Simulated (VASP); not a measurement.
# Be16C7 (a cell with a defect) in VASP: notebook, part 2 of 2

VASP 6.6.1. The steps go on from the part before.

## 3. Relaxation of the atoms, PBE (atoms taken out)

INCAR

```
SYSTEM = Be16C7
ALGO = Normal
EDIFF = 1E-7
EDIFFG = -0.02
ENCUT = 520
GGA = PE
IBRION = 2
ISIF = 2
ISMEAR = 0
LASPH = .True.
LCHARG = .False.
LREAL = Auto
LWAVE = .False.
NELECT = 56.0
NELM = 80
NSW = 70
PREC = Accurate
SIGMA = 0.05
```

KPOINTS

```
k-points
0
Gamma
  4 4 4
  0 0 0
```

POSCAR

```
Be16C7
1.0
   -4.3284802126     -4.3284802126      0.0000000000
   -4.3284802126      0.0000000000     -4.3284802126
    0.0000000000     -4.3284802126     -4.3284802126
Be C
16 7
Direct
    0.3750000000      0.3750000000      0.3750000000
    0.8750000000      0.3750000000      0.3750000000
    0.3750000000      0.8750000000      0.3750000000
    0.8750000000      0.8750000000      0.3750000000
    0.3750000000      0.3750000000      0.8750000000
    0.8750000000      0.3750000000      0.8750000000
    0.3750000000      0.8750000000      0.8750000000
    0.8750000000      0.8750000000      0.8750000000
    0.1250000000      0.1250000000      0.1250000000
    0.6250000000      0.1250000000      0.1250000000
    0.1250000000      0.6250000000      0.1250000000
    0.6250000000      0.6250000000      0.1250000000
    0.1250000000      0.1250000000      0.6250000000
    0.6250000000      0.1250000000      0.6250000000
    0.1250000000      0.6250000000      0.6250000000
    0.6250000000      0.6250000000      0.6250000000
    0.0000000000      0.0000000000      0.5000000000
    0.0000000000      0.5000000000      0.5000000000
    0.5000000000      0.5000000000      0.5000000000
    0.0000000000      0.0000000000      1.0000000000
    0.5000000000      0.0000000000      1.0000000000
    0.0000000000      0.5000000000      1.0000000000
    0.5000000000      0.5000000000      1.0000000000
```

Potentials or basis: VASP PAW PBE potentials, release 64 (Be, C).

Started as:

```sh
> cat potpaw_PBE.64/Be/POTCAR potpaw_PBE.64/C/POTCAR > POTCAR
> mpirun -np 1 vasp_std > vasp.out
```

OUTCAR:

```text
SYSTEM = Be16C7
   EDIFF = 1E-7
   EDIFFG = -0.02
   ENCUT = 520
   GGA = PE
   IBRION = 2
   ISIF = 2
   ISMEAR = 0
   LASPH = .True.
   LREAL = Auto
   NELECT = 56.0
   NELM = 80
   NSW = 70
   PREC = Accurate

 ion  position               nearest neighbor table
   1  0.375  0.375  0.375-  19 1.87  18 1.87  23 1.87  13 2.16  14 2.16  15 2.16  10 2.16  11 2.16
                            12 2.16
   2  0.875  0.375  0.375-  18 1.87  17 1.87  19 1.87  22 1.87  14 2.16  16 2.16   9 2.16  11 2.16
                            12 2.16  13 2.16
   3  0.375  0.875  0.375-  17 1.87  19 1.87  21 1.87  13 2.16  15 2.16  16 2.16   9 2.16  10 2.16
                            12 2.16
   4  0.875  0.875  0.375-  17 1.87  18 1.87  20 1.87  14 2.16  15 2.16  16 2.16   9 2.16  10 2.16
                            11 2.16
   5  0.375  0.375  0.875-  23 1.87  21 1.87  22 1.87  19 1.87  15 2.16  16 2.16   9 2.16  10 2.16
                            11 2.16  14 2.16
   6  0.875  0.375  0.875-  22 1.87  20 1.87  18 1.87  23 1.87  15 2.16  16 2.16   9 2.16  10 2.16
                            12 2.16  13 2.16
   7  0.375  0.875  0.875-  21 1.87  20 1.87  23 1.87  13 2.16  14 2.16  16 2.16   9 2.16  11 2.16
                            12 2.16
   8  0.875  0.875  0.875-  20 1.87  17 1.87  21 1.87  22 1.87  14 2.16  15 2.16  10 2.16  11 2.16
                            12 2.16  13 2.16
   9  0.125  0.125  0.125-  20 1.87  17 1.87  21 1.87  22 1.87   6 2.16   7 2.16   2 2.16   3 2.16
[... 25 lines left out ...]
  22  0.000  0.500  0.000-   6 1.87  11 1.87   2 1.87   8 1.87   9 1.87   5 1.87  12 1.87  15 1.87

  23  0.500  0.500  0.000-   5 1.87  12 1.87   6 1.87   7 1.87  10 1.87  11 1.87   1 1.87  16 1.87

  LATTYP: Found a face centered cubic cell.
 ALAT       =     8.6569604252

  Lattice vectors:

 A1 = (  -4.3284802126,  -4.3284802126,   0.0000000000)
 A2 = (  -4.3284802126,   0.0000000000,  -4.3284802126)
 A3 = (   0.0000000000,  -4.3284802126,  -4.3284802126)

Analysis of symmetry for initial positions (statically):
=====================================================================
 Subroutine PRICEL returns:
 Original cell was already a primitive cell.

 Routine SETGRP: Setting up the symmetry group for a
 face centered cubic supercell.

 Subroutine GETGRP returns: Found 48 space group operations
 (whereof  8 operations were pure point group operations)
 out of a pool of 48 trial point group operations.

The static configuration has the point symmetry D_2h.
 The point group associated with its full space group is O_h .

Analysis of symmetry for dynamics (positions and initial velocities):
=====================================================================
 Subroutine PRICEL returns:
 Original cell was already a primitive cell.

 Routine SETGRP: Setting up the symmetry group for a
 face centered cubic supercell.

 Subroutine GETGRP returns: Found 48 space group operations
 (whereof  8 operations were pure point group operations)
 out of a pool of 48 trial point group operations.

The dynamic configuration has the point symmetry D_2h.
 The point group associated with its full space group is O_h .

 Subroutine INISYM returns: Found 48 space group operations
 (whereof  8 operations are pure point group operations),
 and found     1 'primitive' translations

----------------------------------------------------------------------------------------

                                     Primitive cell

  volume of cell :     162.1946
[... 93 lines left out ...]
 -0.250000  0.250000  0.000000     12.000000
  0.500000  0.500000  0.000000      3.000000
 -0.250000  0.500000  0.250000      6.000000
   k-points           NKPTS =      8   k-points in BZ     NKDIM =      8   number of bands    NBANDS=     40
   number of dos      NEDOS =    301   number of ions     NIONS =     23
   total plane-waves  NPLWV = 110592
   dimension x,y,z NGX =    48 NGY =   48 NGZ =   48
   dimension x,y,z NGXF=    96 NGYF=   96 NGZF=   96
   ions per type =              16   7
   NGX,Y,Z   is equivalent  to a cutoff of  13.04, 13.04, 13.04 a.u.
   NGXF,Y,Z  is equivalent  to a cutoff of  26.07, 26.07, 26.07 a.u.
 SYSTEM =  Be16C7
   PREC   = accura    normal or accurate (medium, high low for compatibility)
   ISTART =      0    job   : 0-new  1-cont  2-samecut
   ICHARG =      2    charge: 1-file 2-atom 10-const
   ISPIN  =      1    spin polarized calculation?
   LNONCOLLINEAR =      F non collinear calculations
   LSORBIT =      F    spin-orbit coupling
   LASPH  =      T    aspherical Exc in radial PAW
   ENCUT  =  520.0 eV  38.22 Ry    6.18 a.u.  11.38 11.38 11.38*2*pi/ulx,y,z
   NELM   =     80;   NELMIN=  2; NELMDL= -5     # of ELM steps
   EDIFF  = 0.1E-06   stopping-criterion for ELM
   LREAL  =      T    real-space projection
   EDIFFG = -.2E-01   stopping-criterion for IOM
   NSW    =     70    number of steps for IOM
   IBRION =      2    ionic relax: 0-MD 1-quasi-New 2-CG
   NFREE  =      1    steps in history (QN), initial steepest desc. (CG)
   ISIF   =      2    stress and relaxation
   ISYM   =      2    0-nonsym 1-usesym 2-fastsym
   POTIM  = 0.5000    time-step for ionic-motion
   TEBEG  =    0.0;   TEEND  =   0.0 temperature during run
   PSTRESS=    0.0 pullay stress
   NELECT =      56.0000    total number of electrons
   NUPDOWN=      -1.0000    fix difference up-down
   EMIN   =  10.00;   EMAX   =-10.00  energy-range for DOS
   EFERMI =   0.00;   METHOD = LEGACY
   ISMEAR =     0;   SIGMA  =   0.05  broadening in eV -4-tet -1-fermi 0-gaus
   EFERMI_NEDOS =   21; number of points for ismear=-14 and -15
   IALGO  =     38    algorithm
   IMIX   =      4    mixing-type and parameters
     AMIX     =   0.40;   BMIX     =  1.00
     AMIX_MAG =   1.60;   BMIX_MAG =  1.00
  volume/ion in A,a.u.               =       7.05        47.59
  Fermi-wavevector in a.u.,A,eV,Ry     =   1.148485  2.170322 17.946333  1.319018
  Thomas-Fermi vector in A             =   2.285160
   LORBIT       =      0    0 simple, 1 ext, 2 COOP (PROOUT), +10 PAW based schemes
   GGA     = PE    functional components
   LHFCALC =     F    Hartree Fock is set to
   AEXX    =    0.0000 exact exchange contribution
   IVDW    =     0    specifies the selected vdW correction
   LEPSILON=     F    determine dielectric tensor
   LRPA    =     F    only Hartree local field effects (RPA)
 conjugate gradient relaxation of ions
 non-spin polarized calculation
 Gauss-broadening in eV      SIGMA  =   0.05
  energy-cutoff  :      520.00
  volume of cell :      162.19
 maximum number of plane-waves:      4398
 NGX is ok and might be reduce to    48
   NGX = 23   NGY = 23   NGZ = 23

--------------------------------------- Ionic step        1  -------------------------------------------

 number of electron      56.0000000 magnetization

 Free energy of the ion-electron system (eV)
  ---------------------------------------------------
  ext. energy  EPLUGINS =         0.00000000
  ---------------------------------------------------
  free energy    TOTEN  =      -154.39980938 eV

  energy without entropy =     -154.39034620  energy(sigma->0) =     -154.39507779

------------------------ aborting loop because EDIFF is reached ----------------------------------------

  FORCE on cell =-STRESS in cart. coord.  units (eV):
  Direction    XX          YY          ZZ          XY          YZ          ZX
  --------------------------------------------------------------------------------------
  -------------------------------------------------------------------------------------
  Total      -35.8162233    -35.8162233    -35.8162233      0.0000000      0.0000000     -0.0000000
  in kB     -353.7969348   -353.7969348   -353.7969348      0.0000000      0.0000000     -0.0000000
  external PRESSURE =    -353.7969348 kB  Pullay stress =       0.0000000 kB
[... 152 lines left out ...]
  FREE ENERGIE OF THE ION-ELECTRON SYSTEM (eV)
  ---------------------------------------------------
  free  energy   TOTEN  =      -155.0328350096 eV

  energy  without entropy=     -155.0193208610  energy(sigma->0) =     -155.02607794

[... ionic steps 4 to 11 ...]

--------------------------------------- Ionic step       12  -------------------------------------------

 number of electron      56.0000001 magnetization

------------------------ aborting loop because EDIFF is reached ----------------------------------------
[... 109 lines left out ...]
--------------------------------------- Ionic step       14  -------------------------------------------

 number of electron      56.0000001 magnetization

 Free energy of the ion-electron system (eV)
  ---------------------------------------------------
  ext. energy  EPLUGINS =         0.00000000
  ---------------------------------------------------
  free energy    TOTEN  =      -155.27003096 eV

  energy without entropy =     -155.26285436  energy(sigma->0) =     -155.26644266

 E-fermi :   5.9609     XC(G=0): -10.8791

 val. band max:        5.9544365125   @ k =  -0.2500   0.2500   0.0000
 cond. band min:       5.9989828360   @ k =   0.5000   0.0000   0.0000
 fundamental gap:      0.0445463236
 Fermi energy:         5.9609216053

 k-point     1 :       0.0000    0.0000    0.0000
  band No.  band energies     occupation
      1      -7.4397      2.00000
      2      -4.9239      2.00000
      3      -4.9239      2.00000
      4      -4.9239      2.00000
      5      -4.7022      2.00000
      6      -4.1688      2.00000
[... 383 lines left out ...]
  FREE ENERGIE OF THE ION-ELECTRON SYSTEM (eV)
  ---------------------------------------------------
  free  energy   TOTEN  =      -155.2700309584 eV

  energy  without entropy=     -155.2628543555  energy(sigma->0) =     -155.26644266

 reached required accuracy - stopping structural energy minimisation
```

Wall time 29 min (1 thread of Intel Xeon Platinum 8259CL at 2.50GHz (Skylake/Cascade Lake), shared host); peak memory 0.34 GiB.

Results:

| Quantity | Value |
| --- | --- |
| Free energy | -155.2700 eV |
| Energy gained by relaxing | 37.8 meV/atom |
| Ionic steps | 14 |
| Largest force after relaxing | 0.012 eV/Å |

Forces in eV/Å, atoms in the order of the input:
```
Be  -0.007  0.007 -0.007
Be   0.003 -0.003 -0.003
Be   0.007  0.007  0.007
Be  -0.007 -0.007  0.007
Be  -0.003 -0.003  0.003
Be   0.003  0.003  0.003
Be   0.007 -0.007 -0.007
Be  -0.003  0.003 -0.003
Be   0.003 -0.003  0.003
Be  -0.007  0.007  0.007
Be  -0.003 -0.003 -0.003
Be   0.003  0.003 -0.003
Be   0.007  0.007 -0.007
Be  -0.007 -0.007 -0.007
Be  -0.003  0.003  0.003
Be   0.007 -0.007  0.007
C    0.000  0.000  0.000
C    0.000  0.000  0.000
C    0.000  0.000  0.000
C    0.000  0.000  0.000
C    0.000  0.000  0.000
C    0.000  0.000  0.000
C    0.000  0.000  0.000
```

Step by step:
```csv
step,energy change (eV),largest force (eV/Å),pressure (GPa)
1,0.0000,1.6285,-35.38
2,-0.6069,0.4302,-33.55
3,-0.6330,0.6209,-33.00
4,-0.6347,0.6839,-32.84
5,-0.7866,0.3068,-32.34
6,-0.8126,0.3043,-31.85
7,-0.8157,0.3057,-31.99
8,-0.8542,0.1753,-31.07
9,-0.8575,0.1559,-29.86
10,-0.8692,0.0666,-30.50
11,-0.8695,0.0687,-30.37
12,-0.8696,0.0678,-30.41
13,-0.8696,0.0601,-30.49
14,-0.8702,0.0122,-30.45
```

Final structure:
```
CELL_PARAMETERS angstrom
-4.32848 -4.32848 0.00000
-4.32848 0.00000 -4.32848
0.00000 -4.32848 -4.32848
ATOMIC_POSITIONS crystal
Be 0.36317 0.41050 0.36317
Be 0.87823 0.37823 0.36530
Be 0.36317 0.86317 0.36317
Be 0.91050 0.86317 0.36317
Be 0.36530 0.37823 0.87823
Be 0.87823 0.37823 0.87823
Be 0.36317 0.86317 0.91050
Be 0.87823 0.86530 0.87823
Be 0.12176 0.13470 0.12176
Be 0.63683 0.13683 0.08950
Be 0.12176 0.62177 0.12176
Be 0.63470 0.62177 0.12176
Be 0.08950 0.13683 0.63683
Be 0.63683 0.13683 0.63683
Be 0.12176 0.62177 0.63470
Be 0.63683 0.58950 0.63683
C 0.00000 0.00000 0.50000
C 0.00000 0.50000 0.50000
C 0.50000 0.50000 0.50000
C 0.00000 0.00000 0.00000
C 0.50000 0.00000 0.00000
C 0.00000 0.50000 0.00000
C 0.50000 0.50000 0.00000
```

Levels at points of the mesh, in eV from the Fermi level:
| k point | band 26 | band 27 | band 28 | band 29 | band 30 | band 31 |
| --- | --- | --- | --- | --- | --- | --- |
| (0.00, 0.00, 0.00) | -0.35 | 0.53 | 0.53 | 0.53 | 3.20 | 3.20 |
| (0.50, 0.00, 0.00) | -1.19 | -0.23 | 0.04 | 0.04 | 1.78 | 4.63 |
| (0.50, 0.50, 0.00) | -1.43 | -1.24 | -0.54 | 0.82 | 2.15 | 3.93 |

Caveat: the cell carries a net charge on a neutralising background, which shifts energy and pressure; the cell differs from its parent crystal (atoms taken out); the cell is charged against a uniform background, so pressure and absolute levels hang on convention.
